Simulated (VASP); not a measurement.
# CsCl (Pm-3m) in VASP: single point with PBEsol

Aim: the single point of CsCl with PBEsol.

Everything below comes from runs of VASP 6.6.1. Logs are shortened: lines on timing, memory, paths and dates and some standing lists are left out, and cuts for length are marked.

## (1) The cell of the first run

Symmetry: Pm-3m, No. 221, cubic system. Conventional cell: a = 4.148 Å, b = 4.148 Å, c = 4.148 Å, α = 90.00°, β = 90.00°, γ = 90.00°. Cs (site symmetry m-3m) has 8 Cl at 3.59 Å and 6 Cs at 4.15 Å within 4.7 Å. Cl (site symmetry m-3m) has 8 Cs at 3.59 Å and 6 Cl at 4.15 Å within 4.7 Å.

## (2) Single point, PBEsol

Input file INCAR:

```
SYSTEM = CsCl
PREC     = Accurate       ! precision mode
ENCUT    = 500            ! plane-wave cutoff, eV
EDIFF    = 1E-6           ! SCF threshold, eV
ISMEAR   = -1             ! smearing method
SIGMA    = 0.1            ! smearing width, eV
LREAL    = .FALSE.        ! projectors in reciprocal space
LASPH    = .TRUE.         ! aspherical terms in the spheres
NELM     = 120            ! most SCF steps
ALGO     = Normal         ! electronic algorithm
ISIF     = 2              ! what is computed and relaxed
LWAVE    = .FALSE.        ! write WAVECAR
LCHARG   = .TRUE.         ! write CHGCAR
GGA      = PS             ! functional
LELF     = .TRUE.         ! ELF
LVHAR    = .TRUE.       
NBANDS   = 15             ! bands
GGA_COMPAT= .FALSE.
```

Input file KPOINTS:

```
regular mesh
0
G
  6 6 6
  0 0 0
```

Input file POSCAR:

```
CsCl
1.0
    4.1483170000      0.0000000000      0.0000000000
    0.0000000000      4.1483170000      0.0000000000
    0.0000000000      0.0000000000      4.1483170000
Cs Cl
1 1
Direct
    0.0000000000      0.0000000000      0.0000000000
    0.5000000000      0.5000000000      0.5000000000
```

Potentials or basis: VASP PAW PBE potentials, release 64 (Cs_sv, Cl).

Started as:

```
> cat potpaw_PBE.64/Cs_sv/POTCAR potpaw_PBE.64/Cl/POTCAR > POTCAR
> mpirun -np 1 vasp_std > vasp.out
```

OUTCAR:

```text
SYSTEM = CsCl
   PREC = Accurate
   ENCUT = 500
   EDIFF = 1E-6
   ISMEAR = -1
   LREAL = .FALSE.
   LASPH = .TRUE.
   NELM = 120
   ISIF = 2
   GGA = PS

 ion  position               nearest neighbor table
   1  0.000  0.000  0.000-
   2  0.500  0.500  0.500-

  LATTYP: Found a simple cubic cell.
 ALAT       =     4.1483170000

  Lattice vectors:

 A1 = (   4.1483170000,   0.0000000000,   0.0000000000)
 A2 = (   0.0000000000,   4.1483170000,   0.0000000000)
 A3 = (   0.0000000000,   0.0000000000,   4.1483170000)

Analysis of symmetry for initial positions (statically):
=====================================================================
 Subroutine PRICEL returns:
 Original cell was already a primitive cell.

 Routine SETGRP: Setting up the symmetry group for a
 simple cubic supercell.

 Subroutine GETGRP returns: Found 48 space group operations
 (whereof 48 operations were pure point group operations)
 out of a pool of 48 trial point group operations.

The static configuration has the point symmetry O_h .

Analysis of symmetry for dynamics (positions and initial velocities):
=====================================================================
 Subroutine PRICEL returns:
 Original cell was already a primitive cell.

 Routine SETGRP: Setting up the symmetry group for a
 simple cubic supercell.

 Subroutine GETGRP returns: Found 48 space group operations
 (whereof 48 operations were pure point group operations)
 out of a pool of 48 trial point group operations.

The dynamic configuration has the point symmetry O_h .

 Subroutine INISYM returns: Found 48 space group operations
 (whereof 48 operations are pure point group operations),
 and found     1 'primitive' translations

----------------------------------------------------------------------------------------

                                     Primitive cell

  volume of cell :      71.3865

  direct lattice vectors                    reciprocal lattice vectors
     4.148317000  0.000000000  0.000000000     0.241061616  0.000000000  0.000000000
     0.000000000  4.148317000  0.000000000     0.000000000  0.241061616  0.000000000
     0.000000000  0.000000000  4.148317000     0.000000000  0.000000000  0.241061616

  length of vectors
     4.148317000  4.148317000  4.148317000     0.241061616  0.241061616  0.241061616

  position of ions in fractional coordinates (direct lattice)
     0.000000000  0.000000000  0.000000000
     0.500000000  0.500000000  0.500000000

  ion indices of the primitive-cell ions
   primitive index   ion index
                 1           1
                 2           2

----------------------------------------------------------------------------------------

 KPOINTS: regular mesh

Automatic generation of k-mesh.
 Grid dimensions read from file:
 generate k-points for:    6    6    6

 Generating k-lattice:

  Cartesian coordinates                     Fractional coordinates (reciprocal lattice)
     0.040176936  0.000000000  0.000000000     0.166666667  0.000000000  0.000000000
     0.000000000  0.040176936  0.000000000     0.000000000  0.166666667  0.000000000
     0.000000000  0.000000000  0.040176936     0.000000000  0.000000000  0.166666667

  Length of vectors
     0.040176936  0.040176936  0.040176936

  Shift w.r.t. Gamma in fractional coordinates (k-lattice)
     0.000000000  0.000000000  0.000000000

 Subroutine IBZKPT returns following result:
 ===========================================

 Found     20 irreducible k-points:

 Following reciprocal coordinates:
            Coordinates               Weight
  0.000000  0.000000  0.000000      1.000000
  0.166667  0.000000  0.000000      6.000000
  0.333333  0.000000  0.000000      6.000000
  0.500000  0.000000  0.000000      3.000000
  0.166667  0.166667  0.000000     12.000000
  0.333333  0.166667  0.000000     24.000000
[... 12 lines left out ...]
  0.500000  0.500000  0.333333      6.000000
  0.500000  0.500000  0.500000      1.000000
   k-points           NKPTS =     20   k-points in BZ     NKDIM =     20   number of bands    NBANDS=     15
   number of dos      NEDOS =    301   number of ions     NIONS =      2
   total plane-waves  NPLWV =  27000
   dimension x,y,z NGX =    30 NGY =   30 NGZ =   30
   dimension x,y,z NGXF=    60 NGYF=   60 NGZF=   60
   ions per type =               1   1
   NGX,Y,Z   is equivalent  to a cutoff of  12.02, 12.02, 12.02 a.u.
   NGXF,Y,Z  is equivalent  to a cutoff of  24.05, 24.05, 24.05 a.u.
 SYSTEM =  CsCl
   PREC   = accura    normal or accurate (medium, high low for compatibility)
   ISTART =      0    job   : 0-new  1-cont  2-samecut
   ICHARG =      2    charge: 1-file 2-atom 10-const
   ISPIN  =      1    spin polarized calculation?
   LNONCOLLINEAR =      F non collinear calculations
   LSORBIT =      F    spin-orbit coupling
   LASPH  =      T    aspherical Exc in radial PAW
   ENCUT  =  500.0 eV  36.75 Ry    6.06 a.u.   7.56  7.56  7.56*2*pi/ulx,y,z
   NELM   =    120;   NELMIN=  2; NELMDL= -5     # of ELM steps
   EDIFF  = 0.1E-05   stopping-criterion for ELM
   LREAL  =      F    real-space projection
[... 7 lines left out ...]
   TEBEG  =    0.0;   TEEND  =   0.0 temperature during run
   PSTRESS=    0.0 pullay stress
   NELECT =      16.0000    total number of electrons
   NUPDOWN=      -1.0000    fix difference up-down
   EMIN   =  10.00;   EMAX   =-10.00  energy-range for DOS
   EFERMI =   0.00;   METHOD = LEGACY
   ISMEAR =    -1;   SIGMA  =   0.10  broadening in eV -4-tet -1-fermi 0-gaus
   EFERMI_NEDOS =   21; number of points for ismear=-14 and -15
   IALGO  =     38    algorithm
   IMIX   =      4    mixing-type and parameters
     AMIX     =   0.40;   BMIX     =  1.00
     AMIX_MAG =   1.60;   BMIX_MAG =  1.00
  volume/ion in A,a.u.               =      35.69       240.87
  Fermi-wavevector in a.u.,A,eV,Ry     =   0.994435  1.879209 13.454803  0.988900
  Thomas-Fermi vector in A             =   2.126386
   LORBIT       =      0    0 simple, 1 ext, 2 COOP (PROOUT), +10 PAW based schemes
   GGA     = PS    functional components
   LHFCALC =     F    Hartree Fock is set to
   AEXX    =    0.0000 exact exchange contribution
   IVDW    =     0    specifies the selected vdW correction
   LEPSILON=     F    determine dielectric tensor
   LRPA    =     F    only Hartree local field effects (RPA)
 non-spin polarized calculation
  energy-cutoff  :      500.00
  volume of cell :       71.39
 maximum number of plane-waves:      1856
   NGX = 15   NGY = 15   NGZ = 15

 number of electron      15.9999996 magnetization

 Free energy of the ion-electron system (eV)
  ---------------------------------------------------
  ext. energy  EPLUGINS =         0.00000000
  ---------------------------------------------------
  free energy    TOTEN  =        -6.83453275 eV

  energy without entropy =       -6.83453275  energy(sigma->0) =       -6.83453275

 E-fermi :   1.7541     XC(G=0):  -8.3876

 val. band max:       -0.5062714590   @ k =   0.0000   0.0000   0.0000
 cond. band min:       4.4624672545   @ k =   0.0000   0.0000   0.0000
 fundamental gap:      4.9687387135
 Fermi energy:         1.7540743703

 k-point     1 :       0.0000    0.0000    0.0000
  band No.  band energies     occupation
      1     -19.9015      2.00000
      2     -12.6354      2.00000
      3      -6.3829      2.00000
      4      -6.3829      2.00000
      5      -6.3829      2.00000
      6      -0.5063      2.00000
      7      -0.5063      2.00000
      8      -0.5063      2.00000
      9       4.4625      0.00000
     10       4.7770      0.00000
     11       4.7770      0.00000
     12       9.4273      0.00000
     13       9.4273      0.00000
     14       9.4273      0.00000
     15      12.5595      0.00000

 k-point     2 :       0.1667    0.0000    0.0000
  band No.  band energies     occupation
      1     -19.8825      2.00000
      2     -12.6440      2.00000
      3      -6.5287      2.00000
      4      -6.3497      2.00000
      5      -6.3497      2.00000
      6      -0.8579      2.00000
      7      -0.5609      2.00000
      8      -0.5609      2.00000
      9       4.9613      0.00000
     10       5.0829      0.00000
     11       5.4232      0.00000
     12       9.2003      0.00000
     13       9.2003      0.00000
     14       9.5828      0.00000
     15      11.0909      0.00000

 k-point     3 :       0.3333    0.0000    0.0000
  band No.  band energies     occupation
      1     -19.8439      2.00000
      2     -12.6639      2.00000
      3      -6.7894      2.00000
      4      -6.2813      2.00000
      5      -6.2813      2.00000
      6      -1.4327      2.00000
      7      -0.6748      2.00000
      8      -0.6748      2.00000
      9       5.4418      0.00000
     10       6.2483      0.00000
     11       7.0376      0.00000
     12       8.9281      0.00000
     13       8.9281      0.00000
     14       9.3765      0.00000
     15       9.9697      0.00000
[... 271 lines left out ...]
 k-point    19 :       0.5000    0.5000    0.3333
  band No.  band energies     occupation
      1     -19.7118      2.00000
      2     -12.4897      2.00000
      3      -6.9652      2.00000
      4      -6.9652      2.00000
      5      -6.7324      2.00000
      6      -1.4299      2.00000
      7      -1.4299      2.00000
      8      -1.3706      2.00000
      9       7.1693      0.00000
     10       7.6442      0.00000
     11       7.6442      0.00000
     12       8.0279      0.00000
     13      10.1399      0.00000
     14      10.1399      0.00000
     15      11.7985      0.00000

 k-point    20 :       0.5000    0.5000    0.5000
  band No.  band energies     occupation
      1     -19.6961      2.00000
      2     -12.4699      2.00000
      3      -6.9036      2.00000
      4      -6.9036      2.00000
      5      -6.9036      2.00000
      6      -1.5926      2.00000
      7      -1.5926      2.00000
      8      -1.5926      2.00000
      9       7.8273      0.00000
     10       7.8273      0.00000
     11       7.8273      0.00000
     12       9.7544      0.00000
     13       9.7544      0.00000
     14       9.7544      0.00000
     15      11.8577      0.00000

------------------------ aborting loop because EDIFF is reached ----------------------------------------

  FORCE on cell =-STRESS in cart. coord.  units (eV):
  Direction    XX          YY          ZZ          XY          YZ          ZX
  --------------------------------------------------------------------------------------
  -------------------------------------------------------------------------------------
  Total       -0.4037842     -0.4037842     -0.4037842      0.0000000     -0.0000000     -0.0000000
  in kB       -9.0624180     -9.0624180     -9.0624180      0.0000000     -0.0000000     -0.0000000
  external PRESSURE =      -9.0624180 kB  Pullay stress =       0.0000000 kB

 VOLUME and BASIS-vectors are now :
 -----------------------------------------------------------------------------
  energy-cutoff  :      500.00
  volume of cell :       71.39
      direct lattice vectors                 reciprocal lattice vectors
     4.148317000  0.000000000  0.000000000     0.241061616  0.000000000  0.000000000
     0.000000000  4.148317000  0.000000000     0.000000000  0.241061616  0.000000000
     0.000000000  0.000000000  4.148317000     0.000000000  0.000000000  0.241061616

 POSITION                                       TOTAL-FORCE (eV/Angst)
 -----------------------------------------------------------------------------------
      0.00000      0.00000      0.00000         0.000000      0.000000      0.000000
      2.07416      2.07416      2.07416         0.000000      0.000000      0.000000
 -----------------------------------------------------------------------------------
    total drift:                                0.000000      0.000000     -0.000000

  FREE ENERGIE OF THE ION-ELECTRON SYSTEM (eV)
  ---------------------------------------------------
  free  energy   TOTEN  =        -6.8345327465 eV

  energy  without entropy=       -6.8345327463  energy(sigma->0) =       -6.83453275
```

Wall time 18 s (1 thread of Intel Xeon Platinum 8259CL at 2.50GHz (Skylake/Cascade Lake), shared host); peak memory 0.17 GiB.

What came out:

* Free energy: -6.8345 eV
* Pressure: -0.9 GPa
* Band gap on the k mesh: 4.97 eV, direct

Levels at points of the mesh, in eV from the valence-band top:
| k point | band 5 | band 6 | band 7 | band 8 | band 9 | band 10 | band 11 | band 12 |
| --- | --- | --- | --- | --- | --- | --- | --- | --- |
| (0.00, 0.00, 0.00) | -5.88 | 0.00 | 0.00 | 0.00 | 4.97 | 5.28 | 5.28 | 9.93 |
| (0.50, 0.00, 0.00) | -5.74 | -1.17 | -0.23 | -0.23 | 6.30 | 7.40 | 8.58 | 9.10 |
| (0.50, 0.50, 0.00) | -5.65 | -0.43 | -0.43 | -0.05 | 5.79 | 5.87 | 7.87 | 7.87 |
| (0.50, 0.50, 0.50) | -6.40 | -1.09 | -1.09 | -1.09 | 8.33 | 8.33 | 8.33 | 10.26 |

Caveat: the PAW data sets were made with another functional, which shifts forces and pressure a little; spin-orbit coupling is left out, which moves the levels of the heavy elements. A k mesh can miss the band edges.
